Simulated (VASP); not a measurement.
# Al: single point with PBE

The system is Al.

```
CELL_PARAMETERS angstrom
1.40690 -2.46071 -0.02476
1.40690 2.46071 -0.02476
-1.36786 0.00000 2.48151
ATOMIC_POSITIONS crystal
Al 0.50000 0.50000 0.00000
```

The cell was generated, and may not be a known phase.

| Item | Value |
| --- | --- |
| Program | VASP 6.6.1 |
| Task | single point |
| Functional | PBE |
| Potentials or basis | VASP PAW PBE potentials, release 64 (Al) |
| Cutoff | 520 eV |
| k mesh | 24 × 24 × 22 |
| Occupations | gaussian, width 0.1 eV |
| Spin | no spin polarisation |

```yaml
Pressure: 0.0 GPa
Band_gap_on_the_k_mesh: zero (an odd number of electrons rules out a gap without spin polarisation)
```

Levels at points of the mesh, in eV from the Fermi level:
```tsv
k point	band 1	band 2	band 3	band 4	band 5	band 6
(0.00, 0.00, 0.00)	-10.88	10.19	12.05	12.12	13.19	15.54
(0.50, 0.00, 0.00)	-3.72	-2.90	7.07	7.08	8.32	10.60
(0.50, 0.50, 0.00)	-5.06	-4.74	11.35	11.87	12.52	13.57
(0.00, 0.00, 0.50)	-5.03	-4.73	11.33	11.87	12.49	13.55
(0.50, 0.00, 0.50)	-3.73	-2.92	7.09	7.09	8.34	10.62
(0.50, 0.50, 0.50)	0.12	0.13	1.51	2.10	6.38	8.33
```

It took 4.9 min on 1 thread of Intel(R) Xeon(R) 6975P-C (Granite Rapids), with other jobs on the host, peak memory 0.48 GiB.
